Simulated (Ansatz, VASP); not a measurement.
# One calculation of AlCo, two programs

```
Al Co
1.0
     2.76497    0.00000    0.00000
     0.00000    2.76497    0.00000
     0.00000    0.00000    2.76497
Al Co
1 1
Cartesian
  0.0000 0.0000 0.0000
  1.3825 1.3825 1.3825
```

Alike in both runs: task single point; functional PBEsol; k mesh 14 × 14 × 14; occupations gaussian, width 0.1 eV; no spin polarisation.

```csv
,VASP,Ansatz
version,VASP 6.6.1,Ansatz 0.2.0
potentials or method,"VASP PAW PBE potentials, release 64 (Al, Co), cutoff 520 eV","scalar-relativistic, plane waves, PAW"
valence electrons in the cell,12,20
```

|  | VASP | Ansatz | Ansatz less VASP |
| --- | --- | --- | --- |
| gap on the k mesh at the Fermi level (eV) | none | none | - |
| pressure (GPa) | 13.8 | 13.7 | -0.12 |

VASP's potentials were made for PBE, not for PBEsol. A gap of «none» marks a metal or a gap that the smearing closes. VASP's potentials hold 12 valence electrons a cell and Ansatz's 20, so a difference there can come from the potentials and not from the codes.
